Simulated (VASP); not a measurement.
# HfB2 (P6/mmm) in VASP: single point with PBE

Aim: the single point of HfB2 with PBE.

All numbers are computed with VASP 6.6.1; they aren't measurements. Logs are shortened: lines on timing, memory, paths and dates and some standing lists are left out, and cuts for length are marked.

## 1. The cell of the first run

The structure is hexagonal, space group P6/mmm (No. 191). Conventional cell: a = 3.133 Å, b = 3.133 Å, c = 3.479 Å, α = 90.00°, β = 90.00°, γ = 120.00°. Hf (site symmetry 6/mmm) has 12 B at 2.51 Å and 6 Hf at 3.13 Å within 3.3 Å. Within 2.4 Å of B (site symmetry -6m2) lie 3 B at 1.81 Å.

## 2. Single point, PBE

Contents of INCAR:

```
PREC = Accurate
ENCUT = 560
EDIFF = 1E-6
ISMEAR = 0
SIGMA = 0.1
LREAL = F
LASPH = T
NELM = 120
ALGO = Normal
ISIF = 2
LWAVE = F
LCHARG = T
GGA = PE
LELF = T
LVHAR = T
ISYM = -1
NBANDS = 15
GGA_COMPAT = F
```

Contents of KPOINTS:

```
explicit points
48
Reciprocal
  0.19500000   0.04750000   0.06000000 1
  0.19500000   0.04750000   0.39333333 1
  0.19500000   0.04750000   0.72666667 1
  0.19500000   0.29750000   0.06000000 1
  0.19500000   0.29750000   0.39333333 1
  0.19500000   0.29750000   0.72666667 1
  0.19500000   0.54750000   0.06000000 1
  0.19500000   0.54750000   0.39333333 1
  0.19500000   0.54750000   0.72666667 1
  0.19500000   0.79750000   0.06000000 1
  0.19500000   0.79750000   0.39333333 1
  0.19500000   0.79750000   0.72666667 1
  0.44500000   0.04750000   0.06000000 1
  0.44500000   0.04750000   0.39333333 1
  0.44500000   0.04750000   0.72666667 1
  0.44500000   0.29750000   0.06000000 1
  0.44500000   0.29750000   0.39333333 1
  0.44500000   0.29750000   0.72666667 1
  0.44500000   0.54750000   0.06000000 1
  0.44500000   0.54750000   0.39333333 1
  0.44500000   0.54750000   0.72666667 1
  0.44500000   0.79750000   0.06000000 1
  0.44500000   0.79750000   0.39333333 1
  0.44500000   0.79750000   0.72666667 1
  0.69500000   0.04750000   0.06000000 1
  0.69500000   0.04750000   0.39333333 1
  0.69500000   0.04750000   0.72666667 1
  0.69500000   0.29750000   0.06000000 1
  0.69500000   0.29750000   0.39333333 1
  0.69500000   0.29750000   0.72666667 1
  0.69500000   0.54750000   0.06000000 1
  0.69500000   0.54750000   0.39333333 1
  0.69500000   0.54750000   0.72666667 1
  0.69500000   0.79750000   0.06000000 1
  0.69500000   0.79750000   0.39333333 1
  0.69500000   0.79750000   0.72666667 1
  0.94500000   0.04750000   0.06000000 1
  0.94500000   0.04750000   0.39333333 1
  0.94500000   0.04750000   0.72666667 1
  0.94500000   0.29750000   0.06000000 1
  0.94500000   0.29750000   0.39333333 1
  0.94500000   0.29750000   0.72666667 1
  0.94500000   0.54750000   0.06000000 1
  0.94500000   0.54750000   0.39333333 1
  0.94500000   0.54750000   0.72666667 1
  0.94500000   0.79750000   0.06000000 1
  0.94500000   0.79750000   0.39333333 1
  0.94500000   0.79750000   0.72666667 1
```

Contents of POSCAR:

```
HfB2
1.0
    3.1326790839      0.0000000000      0.0000000000
   -1.5663395419      2.7129796685      0.0000000000
    0.0000000000      0.0000000000      3.4792139900
Hf B
1 2
Direct
    0.0000000000      0.0000000000      0.0000000000
    0.3333333333      0.6666666667      0.5000000000
    0.6666666667      0.3333333333      0.5000000000
```

Potentials or basis: VASP PAW PBE potentials, release 64 (Hf_pv, B).

On the command line:

```
cat potpaw_PBE.64/Hf_pv/POTCAR potpaw_PBE.64/B/POTCAR > POTCAR
mpirun -np 1 vasp_std > vasp.out
```

OUTCAR:

```text
PREC = Accurate
   ENCUT = 560
   EDIFF = 1E-6
   ISMEAR = 0
   LREAL = F
   LASPH = T
   NELM = 120
   ISIF = 2
   GGA = PE
   ISYM = -1

 ion  position               nearest neighbor table
   1  0.000  0.000  0.000-   2 2.51   3 2.51   2 2.51   3 2.51   2 2.51   2 2.51   3 2.51   3 2.51
                             3 2.51   3 2.51   2 2.51   2 2.51
   2  0.333  0.667  0.500-   3 1.81   3 1.81   3 1.81   1 2.51   1 2.51   1 2.51   1 2.51   1 2.51
                             1 2.51
   3  0.667  0.333  0.500-   2 1.81   2 1.81   2 1.81   1 2.51   1 2.51   1 2.51   1 2.51   1 2.51
                             1 2.51

IMPORTANT INFORMATION: All symmetrisations will be switched off!
NOSYMM: (Re-)initialisation of all symmetry stuff for point group C_1.

----------------------------------------------------------------------------------------

                                     Primitive cell

  volume of cell :      29.5695

  direct lattice vectors                    reciprocal lattice vectors
     3.132679084  0.000000000  0.000000000     0.319215589  0.184299206  0.000000000
    -1.566339542  2.712979669  0.000000000     0.000000000  0.368598413  0.000000000
     0.000000000  0.000000000  3.479213990     0.000000000  0.000000000  0.287421240

  length of vectors
     3.132679084  3.132679084  3.479213990     0.368598413  0.368598413  0.287421240

  position of ions in fractional coordinates (direct lattice)
     0.000000000  0.000000000  0.000000000
     0.333333333  0.666666667  0.500000000
     0.666666667  0.333333333  0.500000000

  ion indices of the primitive-cell ions
   primitive index   ion index
                 1           1
                 2           2
                 3           3

----------------------------------------------------------------------------------------

 KPOINTS: explicit points

Read explicit list of k-points.

 Found     48 k-points:

 Following reciprocal coordinates:
            Coordinates               Weight
  0.195000  0.047500  0.060000      0.020833
  0.195000  0.047500  0.393333      0.020833
  0.195000  0.047500  0.726667      0.020833
  0.195000  0.297500  0.060000      0.020833
  0.195000  0.297500  0.393333      0.020833
  0.195000  0.297500  0.726667      0.020833
[... 16 lines left out ...]
  0.445000  0.797500  0.393333      0.020833
  0.445000  0.797500  0.726667      0.020833
 [... further k-points ...]
   k-points           NKPTS =     48   k-points in BZ     NKDIM =     48   number of bands    NBANDS=     15
   number of dos      NEDOS =    301   number of ions     NIONS =      3
   total plane-waves  NPLWV =  16128
   dimension x,y,z NGX =    24 NGY =   24 NGZ =   28
   dimension x,y,z NGXF=    48 NGYF=   48 NGZF=   56
   ions per type =               1   2
   NGX,Y,Z   is equivalent  to a cutoff of  12.74, 12.74, 13.38 a.u.
   NGXF,Y,Z  is equivalent  to a cutoff of  25.47, 25.47, 26.76 a.u.
 SYSTEM =  unknown system
   PREC   = accura    normal or accurate (medium, high low for compatibility)
   ISTART =      0    job   : 0-new  1-cont  2-samecut
   ICHARG =      2    charge: 1-file 2-atom 10-const
   ISPIN  =      1    spin polarized calculation?
   LNONCOLLINEAR =      F non collinear calculations
   LSORBIT =      F    spin-orbit coupling
   LASPH  =      T    aspherical Exc in radial PAW
   ENCUT  =  560.0 eV  41.16 Ry    6.42 a.u.   6.04  6.04  6.71*2*pi/ulx,y,z
   NELM   =    120;   NELMIN=  2; NELMDL= -5     # of ELM steps
   EDIFF  = 0.1E-05   stopping-criterion for ELM
   LREAL  =      F    real-space projection
   EDIFFG = 0.1E-04   stopping-criterion for IOM
   NSW    =      0    number of steps for IOM
   IBRION =     -1    ionic relax: 0-MD 1-quasi-New 2-CG
   NFREE  =      0    steps in history (QN), initial steepest desc. (CG)
   ISIF   =      2    stress and relaxation
   ISYM   =     -1    0-nonsym 1-usesym 2-fastsym
   POTIM  = 0.5000    time-step for ionic-motion
   TEBEG  =    0.0;   TEEND  =   0.0 temperature during run
   PSTRESS=    0.0 pullay stress
   NELECT =      16.0000    total number of electrons
   NUPDOWN=      -1.0000    fix difference up-down
   EMIN   =  10.00;   EMAX   =-10.00  energy-range for DOS
   EFERMI =   0.00;   METHOD = LEGACY
   ISMEAR =     0;   SIGMA  =   0.10  broadening in eV -4-tet -1-fermi 0-gaus
   EFERMI_NEDOS =   21; number of points for ismear=-14 and -15
   IALGO  =     38    algorithm
   IMIX   =      4    mixing-type and parameters
     AMIX     =   0.40;   BMIX     =  1.00
     AMIX_MAG =   1.60;   BMIX_MAG =  1.00
  volume/ion in A,a.u.               =       9.86        66.51
  Fermi-wavevector in a.u.,A,eV,Ry     =   1.334034  2.520959 24.213571  1.779647
  Thomas-Fermi vector in A             =   2.462847
   LORBIT       =      0    0 simple, 1 ext, 2 COOP (PROOUT), +10 PAW based schemes
   GGA     = PE    functional components
   LHFCALC =     F    Hartree Fock is set to
   AEXX    =    0.0000 exact exchange contribution
   IVDW    =     0    specifies the selected vdW correction
   LEPSILON=     F    determine dielectric tensor
   LRPA    =     F    only Hartree local field effects (RPA)
 non-spin polarized calculation
 Gauss-broadening in eV      SIGMA  =   0.10
  energy-cutoff  :      560.00
  volume of cell :       29.57
 maximum number of plane-waves:       907
 NGX is ok and might be reduce to    24
   NGX = 13   NGY = 13   NGZ = 13

 number of electron      15.9999998 magnetization

 Free energy of the ion-electron system (eV)
  ---------------------------------------------------
  ext. energy  EPLUGINS =         0.00000000
  ---------------------------------------------------
  free energy    TOTEN  =       -26.39383075 eV

  energy without entropy =      -26.39125705  energy(sigma->0) =      -26.39254390

 E-fermi :   7.8343     XC(G=0): -12.6181

 val. band max:        7.7902775131   @ k =   0.1950   0.5475   0.0600
 cond. band min:       7.9004768535   @ k =   0.9450   0.0475   0.7267
 fundamental gap:      0.1101993404
 Fermi energy:         7.8342917992

 k-point     1 :       0.1950    0.0475    0.0600
  band No.  band energies     occupation
      1     -22.8845      2.00000
      2     -22.7505      2.00000
      3     -22.5014      2.00000
      4      -4.9987      2.00000
      5       2.5938      2.00000
      6       4.0328      2.00000
      7       4.5117      2.00000
      8       5.6916      2.00000
      9       9.5724      0.00000
     10      10.7839      0.00000
     11      11.6733      0.00000
     12      12.2713      0.00000
     13      13.9583      0.00000
     14      14.9043      0.00000
     15      16.0694      0.00000

 k-point     2 :       0.1950    0.0475    0.3933
  band No.  band energies     occupation
      1     -23.1075      2.00000
      2     -22.7232      2.00000
      3     -22.4808      2.00000
      4      -3.6147      2.00000
      5       1.0620      2.00000
      6       3.0797      2.00000
      7       4.1486      2.00000
      8       6.3687      2.00000
      9       9.4629      0.00000
     10      10.2116      0.00000
     11      11.3681      0.00000
     12      12.0748      0.00000
     13      15.7591      0.00000
     14      16.2671      0.00000
     15      17.5825      0.00000

 k-point     3 :       0.1950    0.0475    0.7267
  band No.  band energies     occupation
      1     -23.0267      2.00000
      2     -22.7326      2.00000
      3     -22.4885      2.00000
      4      -4.1972      2.00000
      5       1.8420      2.00000
      6       3.0769      2.00000
      7       4.3091      2.00000
      8       6.5324      2.00000
      9       8.7149      0.00000
     10      10.1823      0.00000
     11      12.2618      0.00000
     12      13.0014      0.00000
     13      14.1345      0.00000
     14      15.9410      0.00000
     15      16.4716      0.00000

 k-point     4 :       0.1950    0.2975    0.0600
  band No.  band energies     occupation
      1     -23.0690      2.00000
      2     -22.8058      2.00000
      3     -22.7269      2.00000
      4      -2.6526      2.00000
      5       0.1913      2.00000
      6       1.9465      2.00000
      7       4.0317      2.00000
      8       6.7295      2.00000
      9       7.9244      0.20255
     10       9.7145      0.00000
     11      13.5309      0.00000
     12      14.4951      0.00000
     13      15.5808      0.00000
     14      16.7459      0.00000
     15      18.0092      0.00000
[... 307 lines left out ...]
 k-point    22 :       0.4450    0.7975    0.0600
  band No.  band energies     occupation
      1     -23.0279      2.00000
      2     -22.8172      2.00000
      3     -22.6863      2.00000
      4      -3.2264      2.00000
      5       0.8169      2.00000
      6       2.2096      2.00000
      7       3.9936      2.00000
      8       7.1939      2.00000
      9       7.6991      1.94406
     10       9.4123      0.00000
     11      13.8343      0.00000
     12      14.3224      0.00000
     13      15.1349      0.00000
     14      15.8211      0.00000
     15      17.8906      0.00000

 k-point    23 :       0.4450    0.7975    0.3933
  band No.  band energies     occupation
      1     -23.0225      2.00000
      2     -22.9929      2.00000
      3     -22.6599      2.00000
      4      -2.7892      2.00000
      5       0.6740      2.00000
      6       2.2617      2.00000
      7       3.4285      2.00000
      8       4.9961      2.00000
      9      10.8233      0.00000
     10      12.7273      0.00000
     11      12.9738      0.00000
     12      14.6173      0.00000
     13      15.1426      0.00000
     14      15.7163      0.00000
     15      17.5100      0.00000

 k-point    24 :       0.4450    0.7975    0.7267
  band No.  band energies     occupation
      1     -23.0103      2.00000
      2     -22.9429      2.00000
      3     -22.6697      2.00000
      4      -2.9005      2.00000
      5       0.7225      2.00000
      6       1.9498      2.00000
      7       3.8765      2.00000
      8       5.4600      2.00000
      9       9.4469      0.00000
     10      12.7555      0.00000
     11      12.8054      0.00000
     12      13.8476      0.00000
     13      14.6108      0.00000
     14      16.4742      0.00000
     15      18.4228      0.00000

 [... further k-points ...]

------------------------ aborting loop because EDIFF is reached ----------------------------------------

  FORCE on cell =-STRESS in cart. coord.  units (eV):
  Direction    XX          YY          ZZ          XY          YZ          ZX
  --------------------------------------------------------------------------------------
  -------------------------------------------------------------------------------------
  Total        0.5532125      0.4920967      0.2320575     -0.0204123     -0.0866070      0.2019615
  in kB       29.9749855     26.6635194     12.5736862     -1.1060083     -4.6926697     10.9429768
  external PRESSURE =      23.0707303 kB  Pullay stress =       0.0000000 kB

 VOLUME and BASIS-vectors are now :
 -----------------------------------------------------------------------------
  energy-cutoff  :      560.00
  volume of cell :       29.57
      direct lattice vectors                 reciprocal lattice vectors
     3.132679084  0.000000000  0.000000000     0.319215589  0.184299206  0.000000000
    -1.566339542  2.712979669  0.000000000     0.000000000  0.368598413  0.000000000
     0.000000000  0.000000000  3.479213990     0.000000000  0.000000000  0.287421240

 POSITION                                       TOTAL-FORCE (eV/Angst)
 -----------------------------------------------------------------------------------
      0.00000      0.00000      0.00000         0.000000     -0.000000     -0.000000
     -0.00000      1.80865      1.73961        -0.034825      0.031103     -0.086340
      1.56634      0.90433      1.73961         0.034825     -0.031103      0.086340
 -----------------------------------------------------------------------------------
    total drift:                               -0.000000      0.000000      0.000000

  FREE ENERGIE OF THE ION-ELECTRON SYSTEM (eV)
  ---------------------------------------------------
  free  energy   TOTEN  =       -26.3938307456 eV

  energy  without entropy=      -26.3912570465  energy(sigma->0) =      -26.39254390
```

Wall time 15 s (1 thread of AMD EPYC 9R45 (Zen 5), shared host); peak memory 0.13 GiB.

Results:

```yaml
Free_energy: -26.3938 eV
Pressure: 2.3 GPa
Largest_force: 0.098 eV/Å
Band_gap_on_the_k_mesh: zero (bands 8 and 9 overlap by 0.54 eV)
```

Forces in eV/Å, atoms in the order of the input:
```
Hf   0.000  0.000  0.000
B   -0.035  0.031 -0.086
B    0.035 -0.031  0.086
```

Levels at points of the mesh, in eV from the Fermi level:
```tsv
k point	band 4	band 5	band 6	band 7	band 8	band 9	band 10	band 11	band 12	band 13
(0.20, 0.05, 0.06)	-12.83	-5.24	-3.80	-3.32	-2.14	1.74	2.95	3.84	4.44	6.12
```

Caveat: spin-orbit coupling is left out, which moves the levels of the heavy elements.

The gap in the log of VASP goes by the Fermi energy; the results here count the filled bands.